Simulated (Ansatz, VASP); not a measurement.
## One calculation of Si3Sn, two programs

```
Si Sn
1.0
     3.28402    0.00000    0.00000
     0.00000    3.28402    0.00000
     0.00000    0.00000    6.77703
Si Sn
3 1
Direct
  0.50000 0.50000 0.31383
  0.00000 0.00000 0.50000
  0.50000 0.50000 0.68617
  0.00000 0.00000 0.00000
```

Alike in both runs: functional PBE; k mesh 14 × 14 × 8; occupations gaussian, width 0.1 eV; no spin polarisation.

Ansatz relaxed the structure, and its values are those at the end. VASP's run is a single point on that final structure, the one shown.

|  | VASP | Ansatz |
| --- | --- | --- |
| version | VASP 6.6.1 | Ansatz 0.2.0 |
| potentials or method | VASP PAW PBE potentials, release 64 (Si, Sn_d), cutoff 520 eV | scalar-relativistic, plane waves, PAW |
| valence electrons in the cell | 26 | 26 |

```tsv
	VASP	Ansatz	Ansatz less VASP
gap on the k mesh at the Fermi level (eV)	none	none	-
pressure (GPa)	-0.1	0.0	+0.05
```

A gap of «none» marks a metal or a gap that the smearing closes.
